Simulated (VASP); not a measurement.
# GaN in VASP: further runs, part 2 of 2

VASP 6.6.1.

### Step 5. Single point, PBE (epitaxial 111 strain +4.0%)

INCAR reads:

```
SYSTEM = GaN
PREC     = Accurate       ! precision mode
ENCUT    = 520            ! plane-wave cutoff, eV
EDIFF    = 1E-6           ! SCF threshold, eV
ISMEAR   = 0              ! smearing method
SIGMA    = 0.01           ! smearing width, eV
LREAL    = .FALSE.        ! projectors in reciprocal space
LASPH    = .TRUE.         ! aspherical terms in the spheres
NELM     = 80             ! most SCF steps
ALGO     = Normal         ! electronic algorithm
ISIF     = 2              ! what is computed and relaxed
LWAVE    = .FALSE.        ! write WAVECAR
LCHARG   = .FALSE.        ! write CHGCAR
GGA      = PE             ! functional
NBANDS   = 16             ! bands
```

KPOINTS reads:

```
Automatic mesh
0
G
  6 6 6
  0 0 0
```

POSCAR reads:

```
GaN
1.0
   -0.0841429848      2.2547676618      2.2547676618
    2.2547676618     -0.0841429848      2.2547676618
    2.2547676618      2.2547676618     -0.0841429848
Ga N
1 1
Direct
   -0.0022964891     -0.0022964891     -0.0022964891
    0.2522964891      0.2522964891      0.2522964891
```

Potentials or basis: VASP PAW PBE potentials, release 64 (Ga_d, N).

Launch:

```bash
> cat potpaw_PBE.64/Ga_d/POTCAR potpaw_PBE.64/N/POTCAR > POTCAR
> mpirun -np 1 vasp_std > vasp.out
```

OUTCAR:

```text
SYSTEM = GaN
   PREC = Accurate
   ENCUT = 520
   EDIFF = 1E-6
   ISMEAR = 0
   LREAL = .FALSE.
   LASPH = .TRUE.
   NELM = 80
   ISIF = 2
   GGA = PE

 ion  position               nearest neighbor table
   1  0.998  0.998  0.998-   2 1.95   2 2.00   2 2.00   2 2.00
   2  0.252  0.252  0.252-   1 1.95   1 2.00   1 2.00   1 2.00

  LATTYP: Found a trigonal (rhomboedric) cell.
 ALAT       =     3.1898329830
 COS(alpha) =     0.4623602471

  Lattice vectors:

 A1 = (  -0.0841429848,   2.2547676618,   2.2547676618)
 A2 = (   2.2547676618,  -0.0841429848,   2.2547676618)
 A3 = (   2.2547676618,   2.2547676618,  -0.0841429848)

Analysis of symmetry for initial positions (statically):
=====================================================================
 Subroutine PRICEL returns:
 Original cell was already a primitive cell.

 Routine SETGRP: Setting up the symmetry group for a
 trigonal (rhombohedral) supercell.

 Subroutine GETGRP returns: Found  6 space group operations
 (whereof  6 operations were pure point group operations)
 out of a pool of 12 trial point group operations.

The static configuration has the point symmetry C_3v.

Analysis of symmetry for dynamics (positions and initial velocities):
=====================================================================
 Subroutine PRICEL returns:
 Original cell was already a primitive cell.

 Routine SETGRP: Setting up the symmetry group for a
 trigonal (rhombohedral) supercell.

 Subroutine GETGRP returns: Found  6 space group operations
 (whereof  6 operations were pure point group operations)
 out of a pool of 12 trial point group operations.

The dynamic configuration has the point symmetry C_3v.

 Subroutine INISYM returns: Found  6 space group operations
 (whereof  6 operations are pure point group operations),
[... 104 lines left out ...]
   POTIM  = 0.5000    time-step for ionic-motion
   TEBEG  =    0.0;   TEEND  =   0.0 temperature during run
   PSTRESS=    0.0 pullay stress
   NELECT =      18.0000    total number of electrons
   NUPDOWN=      -1.0000    fix difference up-down
   EMIN   =  10.00;   EMAX   =-10.00  energy-range for DOS
   EFERMI =   0.00;   METHOD = LEGACY
   ISMEAR =     0;   SIGMA  =   0.01  broadening in eV -4-tet -1-fermi 0-gaus
   EFERMI_NEDOS =   21; number of points for ismear=-14 and -15
   IALGO  =     38    algorithm
   IMIX   =      4    mixing-type and parameters
     AMIX     =   0.40;   BMIX     =  1.00
     AMIX_MAG =   1.60;   BMIX_MAG =  1.00
  volume/ion in A,a.u.               =      12.10        81.69
  Fermi-wavevector in a.u.,A,eV,Ry     =   1.483108  2.802667 29.927485  2.199608
  Thomas-Fermi vector in A             =   2.596810
   LORBIT       =      0    0 simple, 1 ext, 2 COOP (PROOUT), +10 PAW based schemes
   GGA     = PE    functional components
   LHFCALC =     F    Hartree Fock is set to
   AEXX    =    0.0000 exact exchange contribution
   IVDW    =     0    specifies the selected vdW correction
   LEPSILON=     F    determine dielectric tensor
   LRPA    =     F    only Hartree local field effects (RPA)
 non-spin polarized calculation
 Gauss-broadening in eV      SIGMA  =   0.01
  energy-cutoff  :      520.00
  volume of cell :       24.21
 maximum number of plane-waves:       662
   NGX = 11   NGY = 11   NGZ = 11

 number of electron      18.0000000 magnetization

 Free energy of the ion-electron system (eV)
  ---------------------------------------------------
  ext. energy  EPLUGINS =         0.00000000
  ---------------------------------------------------
  free energy    TOTEN  =       -12.09709536 eV

  energy without entropy =      -12.09709536  energy(sigma->0) =      -12.09709536

 E-fermi :   5.0427     XC(G=0): -11.3711

 val. band max:        4.8819632871   @ k =   0.0000   0.0000   0.0000
 cond. band min:       5.9894102167   @ k =   0.0000   0.0000   0.0000
 fundamental gap:      1.1074469295
 Fermi energy:         5.0427385271

 k-point     1 :       0.0000    0.0000    0.0000
  band No.  band energies     occupation
      1     -10.7772      2.00000
      2      -8.7314      2.00000
      3      -8.7314      2.00000
      4      -8.7175      2.00000
      5      -8.4606      2.00000
      6      -8.4606      2.00000
[... 433 lines left out ...]
      3      -8.5576      2.00000
      4      -8.4668      2.00000
      5      -8.4248      2.00000
      6      -6.5881      2.00000
[... 8 lines left out ...]
     15      24.7360      0.00000
     16      26.5568      0.00000

 [... further k-points ...]
[... 5 lines left out ...]
  --------------------------------------------------------------------------------------
  -------------------------------------------------------------------------------------
  Total       -0.6591845     -0.6591845     -0.6591845      0.7635081      0.7635081      0.7635081
  in kB      -43.6253070    -43.6253070    -43.6253070     50.5295233     50.5295233     50.5295233
  external PRESSURE =     -43.6253070 kB  Pullay stress =       0.0000000 kB

 VOLUME and BASIS-vectors are now :
 -----------------------------------------------------------------------------
  energy-cutoff  :      520.00
  volume of cell :       24.21
      direct lattice vectors                 reciprocal lattice vectors
    -0.084142985  2.254767662  2.254767662    -0.209710089  0.217839377  0.217839377
     2.254767662 -0.084142985  2.254767662     0.217839377 -0.209710089  0.217839377
     2.254767662  2.254767662 -0.084142985     0.217839377  0.217839377 -0.209710089

 POSITION                                       TOTAL-FORCE (eV/Angst)
 -----------------------------------------------------------------------------------
      4.41523      4.41523      4.41523        -0.021539     -0.021539     -0.021539
      1.11651      1.11651      1.11651         0.021539      0.021539      0.021539
 -----------------------------------------------------------------------------------
    total drift:                                0.000112      0.000112      0.000111

  FREE ENERGIE OF THE ION-ELECTRON SYSTEM (eV)
  ---------------------------------------------------
  free  energy   TOTEN  =       -12.0970953554 eV

  energy  without entropy=      -12.0970953554  energy(sigma->0) =      -12.09709536
```

stdout:

```text
POSCAR found type information on POSCAR GaN
 POSCAR found :  2 types and       2 ions
 scaLAPACK will be used
 LDA part: xc-table for (Slater+PW92), standard interpolation
 POSCAR, INCAR and KPOINTS ok, starting setup
 FFT: planning ... GRIDC
 FFT: planning ... GRID_SOFT
 FFT: planning ... GRID
 WAVECAR not read
 entering main loop
```

Run time: 31 s. Hardware: 1 thread of Intel Xeon 6975P-C, shared host; peak memory 0.14 GiB.

Results:

```yaml
Free_energy: -12.0971 eV
Pressure: -4.4 GPa
Largest_force: 0.037 eV/Å
Band_gap_on_the_k_mesh: 1.11 eV, direct
```

Forces on the atoms (eV/Å):
```
Ga  -0.022 -0.022 -0.022
N    0.022  0.022  0.022
```

Stress tensor (GPa, compression positive):
```
-4.36  5.05  5.05
 5.05 -4.36  5.05
 5.05  5.05 -4.36
```

Levels at points of the mesh, in eV from the valence-band top:
```csv
k point,band 5,band 6,band 7,band 8,band 9,band 10,band 11,band 12,band 13,band 14
"(0.00, 0.00, 0.00)",-13.34,-13.34,-0.28,-0.28,0.00,1.11,9.38,9.38,10.64,16.59
"(0.50, 0.00, 0.00)",-13.30,-12.15,-6.93,-1.09,-0.91,4.20,8.10,9.90,10.35,15.14
"(0.50, 0.50, 0.00)",-13.28,-11.64,-6.08,-2.93,-2.44,3.07,6.21,11.03,12.98,13.47
"(0.50, 0.50, 0.50)",-13.29,-11.87,-6.67,-1.31,-1.31,3.60,8.45,9.34,9.34,14.68
```

Caveat: the cell differs from its parent crystal (epitaxial 111 strain +4.0%).

### Step 6. Overview

```csv
cell,gap on the mesh (eV),pressure (GPa)
"a = 3.212 Å, angles 60.0°, 2 atoms",1.57,0.7
"a = 3.182, b = 3.182, c = 3.149 Å, angles 60.3, 60.3, 59.3°, 2 atoms",1.79,8.1
"a = 3.180, b = 3.229, c = 3.229 Å, angles 59.0, 60.5, 60.5°, 2 atoms",1.52,0.7
"a = 3.190 Å, angles 62.5°, 2 atoms",1.11,-4.4
```

Alike in all rows: task single point; level PBE; potentials or basis VASP PAW PBE potentials, release 64 (Ga_d, N); no spin polarisation; k mesh 6 × 6 × 6; cutoff (eV) 520; smearing gaussian 0.01 eV.

Total energies depend on the potentials used, so only differences within one code and one set of settings carry meaning.
